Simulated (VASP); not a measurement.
# LiBr in VASP: settings compared, part 2 of 2

VASP 6.6.1. The steps go on from the part before.

## Step 4: Single point, HSE06

POSCAR reads:

```
LiBr
1.0
    0.0000000000      2.7395650468      2.7395650468
    2.7395650468      0.0000000000      2.7395650468
    2.7395650468      2.7395650468      0.0000000000
Li Br
1 1
Direct
    0.0000000000      0.0000000000      0.0000000000
    0.5000000000      0.5000000000      0.5000000000
```

INCAR.step1 reads:

```
PREC     = Accurate       # precision mode
ENCUT    = 650            # plane-wave cutoff, eV
EDIFF    = 1E-5           # SCF threshold, eV
ISMEAR   = 0              # smearing method
SIGMA    = 0.01           # smearing width, eV
LREAL    = False          # projectors in reciprocal space
LASPH    = True           # aspherical terms in the spheres
NELM     = 120            # most SCF steps
ALGO     = Normal         # electronic algorithm
ISIF     = 2              # what is computed and relaxed
LWAVE    = True           # write WAVECAR
NBANDS   = 12             # bands
GGA      = PE             # functional
GGA_COMPAT= False
```

INCAR.step2 reads:

```
PREC     = Accurate       # precision mode
ENCUT    = 650            # plane-wave cutoff, eV
EDIFF    = 1E-6           # SCF threshold, eV
ISMEAR   = 0              # smearing method
SIGMA    = 0.01           # smearing width, eV
LREAL    = False          # projectors in reciprocal space
LASPH    = True           # aspherical terms in the spheres
NELM     = 120            # most SCF steps
ALGO     = Normal         # electronic algorithm
ISIF     = 2              # what is computed and relaxed
LWAVE    = False          # write WAVECAR
LCHARG   = True           # write CHGCAR
GGA      = PE             # functional
LHFCALC  = True           # exact exchange
HFSCREEN = 0.2079         # screening, 1/A
PRECFOCK = Normal       
LELF     = True           # ELF
LVHAR    = True         
NBANDS   = 12             # bands
ISTART   = 1            
GGA_COMPAT= False
```

KPOINTS reads:

```
Automatic mesh
0
Gamma
  6 6 6
```

Potentials or basis: VASP PAW PBE potentials, release 64 (Li_sv, Br).

Run with:

```sh
$ cat potpaw_PBE.64/Li_sv/POTCAR potpaw_PBE.64/Br/POTCAR > POTCAR
$ cp INCAR.step1 INCAR
$ mpirun -np 1 vasp_std > vasp.out
$ cp INCAR.step2 INCAR
$ mpirun -np 1 vasp_std > vasp.out
```

OUTCAR:

```text
PREC = Accurate
   ENCUT = 650
   EDIFF = 1E-6
   ISMEAR = 0
   LREAL = False
   LASPH = True
   NELM = 120
   ISIF = 2
   GGA = PE
   LHFCALC = True
   HFSCREEN = 0.2079
   PRECFOCK = Normal
   ISTART = 1

 ion  position               nearest neighbor table
   1  0.000  0.000  0.000-
   2  0.500  0.500  0.500-

  LATTYP: Found a face centered cubic cell.
 ALAT       =     5.4791300936

  Lattice vectors:

 A1 = (   0.0000000000,   2.7395650468,   2.7395650468)
 A2 = (   2.7395650468,   0.0000000000,   2.7395650468)
 A3 = (   2.7395650468,   2.7395650468,   0.0000000000)

Analysis of symmetry for initial positions (statically):
=====================================================================
 Subroutine PRICEL returns:
 Original cell was already a primitive cell.

 Routine SETGRP: Setting up the symmetry group for a
 face centered cubic supercell.

 Subroutine GETGRP returns: Found 48 space group operations
 (whereof 48 operations were pure point group operations)
 out of a pool of 48 trial point group operations.

The static configuration has the point symmetry O_h .

Analysis of symmetry for dynamics (positions and initial velocities):
=====================================================================
 Subroutine PRICEL returns:
 Original cell was already a primitive cell.

 Routine SETGRP: Setting up the symmetry group for a
 face centered cubic supercell.

 Subroutine GETGRP returns: Found 48 space group operations
 (whereof 48 operations were pure point group operations)
 out of a pool of 48 trial point group operations.

The dynamic configuration has the point symmetry O_h .

 Subroutine INISYM returns: Found 48 space group operations
 (whereof 48 operations are pure point group operations),
 and found     1 'primitive' translations

----------------------------------------------------------------------------------------

                                     Primitive cell

  volume of cell :      41.1221

  direct lattice vectors                    reciprocal lattice vectors
     0.000000000  2.739565047  2.739565047    -0.182510724  0.182510724  0.182510724
     2.739565047  0.000000000  2.739565047     0.182510724 -0.182510724  0.182510724
     2.739565047  2.739565047  0.000000000     0.182510724  0.182510724 -0.182510724

  length of vectors
     3.874330044  3.874330044  3.874330044     0.316117847  0.316117847  0.316117847

  position of ions in fractional coordinates (direct lattice)
     0.000000000  0.000000000  0.000000000
     0.500000000  0.500000000  0.500000000

  ion indices of the primitive-cell ions
   primitive index   ion index
                 1           1
                 2           2

----------------------------------------------------------------------------------------

 KPOINTS: Automatic mesh

[... 40 lines left out ...]
   k-points           NKPTS =     16   k-points in BZ     NKDIM =    216   number of bands    NBANDS=     12
   number of dos      NEDOS =    301   number of ions     NIONS =      2
   total plane-waves  NPLWV =  32768
   dimension x,y,z NGX =    32 NGY =   32 NGZ =   32
   dimension x,y,z NGXF=    64 NGYF=   64 NGZF=   64
   ions per type =               1   1
   NGX,Y,Z   is equivalent  to a cutoff of  13.73, 13.73, 13.73 a.u.
   NGXF,Y,Z  is equivalent  to a cutoff of  27.46, 27.46, 27.46 a.u.
 SYSTEM =  unknown system
   PREC   = accura    normal or accurate (medium, high low for compatibility)
   ISTART =      1    job   : 0-new  1-cont  2-samecut
   ICHARG =      0    charge: 1-file 2-atom 10-const
   ISPIN  =      1    spin polarized calculation?
   LNONCOLLINEAR =      F non collinear calculations
   LSORBIT =      F    spin-orbit coupling
   LASPH  =      T    aspherical Exc in radial PAW
   ENCUT  =  650.0 eV  47.77 Ry    6.91 a.u.   8.05  8.05  8.05*2*pi/ulx,y,z
   NELM   =    120;   NELMIN=  2; NELMDL=  0     # of ELM steps
   EDIFF  = 0.1E-05   stopping-criterion for ELM
   LREAL  =      F    real-space projection
   EDIFFG = 0.1E-04   stopping-criterion for IOM
   NSW    =      0    number of steps for IOM
   IBRION =     -1    ionic relax: 0-MD 1-quasi-New 2-CG
   NFREE  =      0    steps in history (QN), initial steepest desc. (CG)
   ISIF   =      2    stress and relaxation
   ISYM   =      3    0-nonsym 1-usesym 2-fastsym
   POTIM  = 0.5000    time-step for ionic-motion
   TEBEG  =    0.0;   TEEND  =   0.0 temperature during run
   PSTRESS=    0.0 pullay stress
   NELECT =      10.0000    total number of electrons
   NUPDOWN=      -1.0000    fix difference up-down
   EMIN   =  10.00;   EMAX   =-10.00  energy-range for DOS
   EFERMI =   0.00;   METHOD = LEGACY
   ISMEAR =     0;   SIGMA  =   0.01  broadening in eV -4-tet -1-fermi 0-gaus
   EFERMI_NEDOS =   21; number of points for ismear=-14 and -15
   IALGO  =     38    algorithm
   IMIX   =      1    mixing-type and parameters
     AMIX     =   0.40;   BMIX     =  1.00
     AMIX_MAG =   1.60;   BMIX_MAG =  1.00
  volume/ion in A,a.u.               =      20.56       138.75
  Fermi-wavevector in a.u.,A,eV,Ry     =   1.021841  1.930999 14.206639  1.044159
  Thomas-Fermi vector in A             =   2.155487
   LORBIT       =      0    0 simple, 1 ext, 2 COOP (PROOUT), +10 PAW based schemes
   GGA     = PE    functional components
   LHFCALC =     T    Hartree Fock is set to
   PRECFOCK=normal    Normal, Fast or Accurate (Low or Medium for compatibility)
   ENCUT4O =  -1.0   cutoff for four orbital integrals eV
   NKREDX  =     1    reduce k-point grid by
   NKREDY  =     1    reduce k-point grid by
   NKREDZ  =     1    reduce k-point grid by
   AEXX    =    0.2500 exact exchange contribution
   HFSCREEN=    0.2079 screening length (either q_TF or 0.3 A-1)
   HFSCREENC=   0.2079 screening length for correlation (either q_TF or 0.3 A-1)
   ENCUTFOCK=  -1.0 apply spherical cutoff to Coloumb kernel
   IVDW    =     0    specifies the selected vdW correction
   LEPSILON=     F    determine dielectric tensor
   LRPA    =     F    only Hartree local field effects (RPA)
 non-spin polarized calculation
 Gauss-broadening in eV      SIGMA  =   0.01
  energy-cutoff  :      650.00
  volume of cell :       41.12
 maximum number of plane-waves:      1572
  NGX = 28; NGY = 28; NGZ = 28

 number of electron      10.0000006 magnetization

 Free energy of the ion-electron system (eV)
  ---------------------------------------------------
  ext. energy  EPLUGINS =         0.00000000
  ---------------------------------------------------
  free energy    TOTEN  =        -7.60270972 eV

  energy without entropy =       -7.60270972  energy(sigma->0) =       -7.60270972

 E-fermi :  -0.2629     XC(G=0):  -7.0705

 val. band max:       -0.4398461353   @ k =   0.0000   0.0000   0.0000
 cond. band min:       5.7683247623   @ k =   0.0000   0.0000   0.0000
 fundamental gap:      6.2081708977
 Fermi energy:        -0.2629130138

 k-point     1 :       0.0000    0.0000    0.0000
  band No.  band energies     occupation
      1     -47.7149      2.00000
      2     -15.0697      2.00000
      3      -0.4398      2.00000
      4      -0.4398      2.00000
      5      -0.4398      2.00000
      6       5.7683      0.00000
      7      11.3792      0.00000
      8      11.3792      0.00000
      9      11.3792      0.00000
     10      13.3643      0.00000
     11      13.3643      0.00000
     12      13.3643      0.00000
[... 211 lines left out ...]
 k-point    16 :      -0.3333    0.5000    0.1667
  band No.  band energies     occupation
      1     -47.7133      2.00000
      2     -14.3075      2.00000
      3      -3.2105      2.00000
      4      -2.2807      2.00000
      5      -1.6859      2.00000
      6       8.0006      0.00000
      7       9.0976      0.00000
      8      10.7968      0.00000
      9      11.5753      0.00000
     10      14.2899      0.00000
     11      16.4551      0.00000
     12      18.5711      0.00000

------------------------ aborting loop because EDIFF is reached ----------------------------------------

  FORCE on cell =-STRESS in cart. coord.  units (eV):
  Direction    XX          YY          ZZ          XY          YZ          ZX
  --------------------------------------------------------------------------------------
  -------------------------------------------------------------------------------------
  Total       -0.0513905     -0.0513905     -0.0513905      0.0000000      0.0000000      0.0000000
  in kB       -2.0022504     -2.0022504     -2.0022504      0.0000000      0.0000000      0.0000000
  external PRESSURE =      -2.0022504 kB  Pullay stress =       0.0000000 kB

 VOLUME and BASIS-vectors are now :
 -----------------------------------------------------------------------------
  energy-cutoff  :      650.00
  volume of cell :       41.12
      direct lattice vectors                 reciprocal lattice vectors
     0.000000000  2.739565047  2.739565047    -0.182510724  0.182510724  0.182510724
     2.739565047  0.000000000  2.739565047     0.182510724 -0.182510724  0.182510724
     2.739565047  2.739565047  0.000000000     0.182510724  0.182510724 -0.182510724

 POSITION                                       TOTAL-FORCE (eV/Angst)
 -----------------------------------------------------------------------------------
      0.00000      0.00000      0.00000         0.000000     -0.000000     -0.000000
      2.73957      2.73957      2.73957        -0.000000      0.000000      0.000000
 -----------------------------------------------------------------------------------
    total drift:                                0.000000      0.000000      0.000000

  FREE ENERGIE OF THE ION-ELECTRON SYSTEM (eV)
  ---------------------------------------------------
  free  energy   TOTEN  =        -7.6027097163 eV

  energy  without entropy=       -7.6027097163  energy(sigma->0) =       -7.60270972
```

Wall time 18 min (1 thread of AMD EPYC 7R13 (Zen 3), shared host); peak memory 0.28 GiB.

Results:

```
Free energy            : -7.6027 eV
Pressure               : -0.2 GPa
Band gap on the k mesh : 6.21 eV
```

Caveat: the PAW data sets were made with another functional, which shifts forces and pressure a little.

## Step 5: Single point, HSE06 (uniaxial x strain +2.5%)

POSCAR reads:

```
LiBr
1.0
    0.0000000000      2.7395650468      2.7395650468
    2.8080541729      0.0000000000      2.7395650468
    2.8080541729      2.7395650468      0.0000000000
Li Br
1 1
Direct
    0.0000000000      0.0000000000      0.0000000000
    0.5000000000      0.5000000000      0.5000000000
```

INCAR.step1 reads:

```
PREC = Accurate ; ENCUT = 650
EDIFF = 1E-5 ; ISMEAR = 0
SIGMA = 0.01 ; LREAL = F
LASPH = T ; NELM = 120
ALGO = Normal ; ISIF = 2
LWAVE = T ; LCHARG = F
NBANDS = 12 ; GGA = PE
GGA_COMPAT = F
```

INCAR.step2 reads:

```
PREC = Accurate ; ENCUT = 650
EDIFF = 1E-6 ; ISMEAR = 0
SIGMA = 0.01 ; LREAL = F
LASPH = T ; NELM = 120
ALGO = Normal ; ISIF = 2
LWAVE = F ; LCHARG = F
GGA = PE ; LHFCALC = T
HFSCREEN = 0.2079 ; PRECFOCK = Normal
NBANDS = 12 ; ISTART = 1
GGA_COMPAT = F
```

KPOINTS reads:

```
regular mesh
0
Gamma
  6 6 6
```

Potentials or basis: VASP PAW PBE potentials, release 64 (Li_sv, Br).

Run with:

```sh
$ cat potpaw_PBE.64/Li_sv/POTCAR potpaw_PBE.64/Br/POTCAR > POTCAR
$ cp INCAR.step1 INCAR
$ mpirun -np 1 vasp_std > vasp.out
$ cp INCAR.step2 INCAR
$ mpirun -np 1 vasp_std > vasp.out
```

OUTCAR:

```text
PREC = Accurate
   ENCUT = 650
   EDIFF = 1E-6
   ISMEAR = 0
   LREAL = F
   LASPH = T
   NELM = 120
   ISIF = 2
   GGA = PE
   LHFCALC = T
   HFSCREEN = 0.2079
   PRECFOCK = Normal
   ISTART = 1

 ion  position               nearest neighbor table
   1  0.000  0.000  0.000-
   2  0.500  0.500  0.500-

  LATTYP: Found a body centered tetragonal cell.
 ALAT       =     3.8743300442
 C/A-ratio  =     1.4495689014

  Lattice vectors:

 A1 = (   2.8080541729,   0.0000000000,   2.7395650468)
 A2 = (   2.8080541729,   0.0000000000,  -2.7395650468)
 A3 = (  -2.8080541729,   2.7395650468,   0.0000000000)

Analysis of symmetry for initial positions (statically):
=====================================================================
 Subroutine PRICEL returns:
 Original cell was already a primitive cell.

[... 173 lines left out ...]
  free energy    TOTEN  =        -7.59884525 eV

  energy without entropy =       -7.59884525  energy(sigma->0) =       -7.59884525

 E-fermi :  -0.5182     XC(G=0):  -6.9878

 val. band max:       -0.5684202246   @ k =   0.0000   0.0000   0.0000
 cond. band min:       5.4814663421   @ k =   0.0000   0.0000   0.0000
 fundamental gap:      6.0498865667
 Fermi energy:        -0.5182218431

 k-point     1 :       0.0000    0.0000    0.0000
  band No.  band energies     occupation
      1     -47.9240      2.00000
      2     -15.1521      2.00000
      3      -0.6373      2.00000
      4      -0.6373      2.00000
      5      -0.5684      2.00000
      6       5.4815      0.00000
      7      11.0541      0.00000
      8      11.2546      0.00000
      9      11.2546      0.00000
     10      12.7664      0.00000
     11      13.2399      0.00000
     12      13.2399      0.00000
[... 331 lines left out ...]
 k-point    24 :       0.3333   -0.3333    0.1667
  band No.  band energies     occupation
      1     -47.9226      2.00000
      2     -14.4802      2.00000
      3      -3.1700      2.00000
      4      -2.4829      2.00000
      5      -1.4634      2.00000
      6       8.2317      0.00000
      7       8.4780      0.00000
      8      10.4923      0.00000
      9      10.7481      0.00000
     10      13.8901      0.00000
     11      14.7962      0.00000
     12      18.1033      0.00000

 [... further k-points ...]
[... 5 lines left out ...]
  --------------------------------------------------------------------------------------
  -------------------------------------------------------------------------------------
  Total       -0.2978099     -0.1616634     -0.1616634      0.0000000      0.0000000      0.0000000
  in kB      -11.3201198     -6.1450226     -6.1450226      0.0000000      0.0000000      0.0000000
  external PRESSURE =      -7.8700550 kB  Pullay stress =       0.0000000 kB

 VOLUME and BASIS-vectors are now :
 -----------------------------------------------------------------------------
  energy-cutoff  :      650.00
  volume of cell :       42.15
      direct lattice vectors                 reciprocal lattice vectors
     0.000000000  2.739565047  2.739565047    -0.178059243  0.182510724  0.182510724
     2.808054173  0.000000000  2.739565047     0.178059243 -0.182510724  0.182510724
     2.808054173  2.739565047  0.000000000     0.178059243  0.182510724 -0.182510724

 POSITION                                       TOTAL-FORCE (eV/Angst)
 -----------------------------------------------------------------------------------
      0.00000      0.00000      0.00000         0.000000      0.000000      0.000000
      2.80805      2.73957      2.73957        -0.000000      0.000000      0.000000
 -----------------------------------------------------------------------------------
    total drift:                               -0.000000     -0.000000     -0.000000

  FREE ENERGIE OF THE ION-ELECTRON SYSTEM (eV)
  ---------------------------------------------------
  free  energy   TOTEN  =        -7.5988452480 eV

  energy  without entropy=       -7.5988452480  energy(sigma->0) =       -7.59884525
```

OUTCAR.step1:

```text
PREC = Accurate
   ENCUT = 650
   EDIFF = 1E-5
   ISMEAR = 0
   LREAL = F
   LASPH = T
[... 581 lines left out ...]
 -----------------------------------------------------------------------------------
      0.00000      0.00000      0.00000        -0.000000     -0.000000      0.000000
      2.80805      2.73957      2.73957         0.000000      0.000000     -0.000000
 -----------------------------------------------------------------------------------
    total drift:                                0.000000     -0.000000      0.000000

  FREE ENERGIE OF THE ION-ELECTRON SYSTEM (eV)
  ---------------------------------------------------
  free  energy   TOTEN  =        -6.6412978949 eV

  energy  without entropy=       -6.6412978949  energy(sigma->0) =       -6.64129789
```

OSZICAR.step1:

```text
N       E                     dE             d eps       ncg     rms          rms(c)
DAV:   1     0.462144178236E+02    0.46214E+02   -0.43484E+03   720   0.884E+02
DAV:   2    -0.377728338773E+01   -0.49992E+02   -0.48335E+02   908   0.144E+02
DAV:   3    -0.659252407043E+01   -0.28152E+01   -0.28065E+01   980   0.355E+01
DAV:   4    -0.667018224695E+01   -0.77658E-01   -0.77597E-01   980   0.550E+00
DAV:   5    -0.667089330465E+01   -0.71106E-03   -0.71105E-03   940   0.536E-01    0.194E+00
DAV:   6    -0.663650685633E+01    0.34386E-01   -0.66923E-02   936   0.117E+00    0.118E+00
DAV:   7    -0.663875355555E+01   -0.22467E-02   -0.39727E-02   996   0.104E+00    0.441E-01
DAV:   8    -0.664126815616E+01   -0.25146E-02   -0.44220E-03   860   0.440E-01    0.691E-02
DAV:   9    -0.664126093277E+01    0.72234E-05   -0.11389E-04   876   0.752E-02    0.271E-02
DAV:  10    -0.664129677971E+01   -0.35847E-04   -0.56243E-05   888   0.482E-02    0.157E-02
DAV:  11    -0.664129789487E+01   -0.11152E-05   -0.53675E-06   588   0.134E-02
   1 F= -.66412979E+01 E0= -.66412979E+01  d E =-.453805E-85
```

It took 53 min on 1 thread of AMD EPYC 7R43 (Zen 3), shared host; peak memory 0.3 GiB.

Results:

```yaml
Free_energy: -7.5988 eV
Pressure: -0.8 GPa
Band_gap_on_the_k_mesh: 6.05 eV
```

Caveat: the cell differs from its parent crystal (uniaxial x strain +2.5%); the PAW data sets were made with another functional, which shifts forces and pressure a little.

## Step 6: Summary

| level | cell | k mesh | cutoff (eV) | grid for exact exchange (PRECFOCK) | share of exact exchange | screening parameter | gap on the mesh (eV) | pressure (GPa) |
| --- | --- | --- | --- | --- | --- | --- | --- | --- |
| PBE | a = 3.874, b = 3.874, c = 3.923 Å, angles 59.6, 59.6, 59.2°, 2 atoms | 4 × 4 × 4 | 750 | - | - | - | 4.91 | 0.6 |
| HSE06 | a = 3.855 Å, angles 60.0°, 2 atoms | 6 × 6 × 6 | 650 | Normal | 0.25 | 0.2079 1/Å | 6.28 | 0.2 |
| HSE06 | a = 3.874 Å, angles 60.0°, 2 atoms | 6 × 6 × 6 | 650 | Normal | 0.25 | 0.2079 1/Å | 6.21 | -0.2 |
| HSE06 | a = 3.874, b = 3.923, c = 3.923 Å, angles 59.2, 60.4, 60.4°, 2 atoms | 6 × 6 × 6 | 650 | Normal | 0.25 | 0.2079 1/Å | 6.05 | -0.8 |

Alike in all rows: task single point; potentials or basis VASP PAW PBE potentials, release 64 (Li_sv, Br); no spin polarisation; smearing gaussian 0.01 eV.

Caveats: some runs use coarse meshes; the PAW data sets were made with another functional, which shifts forces and pressure a little (at least some runs).

Absolute energies hang on the potentials; compare differences alone.
